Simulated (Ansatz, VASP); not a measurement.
One calculation of BeSi, two programs

INCAR

```
SYSTEM = BeSi
  PREC = Accurate
  ENCUT = 520
  EDIFF = 1E-7
  ISMEAR = -1
  SIGMA = 0.15
  LREAL = .FALSE.
  LASPH = .TRUE.
  NELM = 60
  ALGO = Normal
  ISIF = 2
  LWAVE = .FALSE.
  LCHARG = .FALSE.
  GGA = PE
  NBANDS = 10
```

File KPOINTS:

```
Automatic mesh
0
G
  14 14 11
  0 0 0
```

Contents of POSCAR:

```
BeSi
1.0
    2.5556768585      0.0000000000      0.0000000000
    0.0000000000      2.5556768585      0.0000000000
    0.0000000000      0.0000000000      3.4196826506
Be Si
1 1
Direct
    0.0000000000      0.0000000000      0.0000000000
    0.5000000000      0.5000000000      0.5000000000
```

Input for Ansatz:

```yaml
crystal:
  lattice:
    - [2.5556768585, 0.0, 0.0]
    - [0.0, 2.5556768585, 0.0]
    - [0.0, 0.0, 3.4196826506]
  atoms:
    - { symbol: Be, position: [0.0, 0.0, 0.0] }
    - { symbol: Si, position: [0.5, 0.5, 0.5] }
kpoints:
  mp_grid: { grid: [14, 14, 11] }
scf:
  occupations: { method: fermi_dirac, width: 0.15 }
hamiltonian:
  xc: pbe
  pseudopotentials: { kind: all_electron, lapw: { basis_error: 0.001 } }
output:
  forces: true
  stress: true
  eigenvalues: true
```

Alike in both runs: task single point; functional PBE; k mesh 14 × 14 × 11; occupations fermi-dirac, width 0.15 eV; no spin polarisation.

```csv
,VASP,Ansatz
version,VASP 6.6.1,Ansatz 0.2.0
potentials or method,"VASP PAW PBE potentials, release 64 (Be, Si), cutoff 520 eV","all-electron LAPW, scalar-relativistic"
```

|  | VASP | Ansatz | Ansatz less VASP |
| --- | --- | --- | --- |
| pressure (GPa) | 0.1 | 0.1 | +0.03 |
| traceless stress, the component that is largest in VASP (GPa) | 0.49 | 0.46 | -0.032 |

Ansatz ran all-electron here, and VASP with PAW potentials.
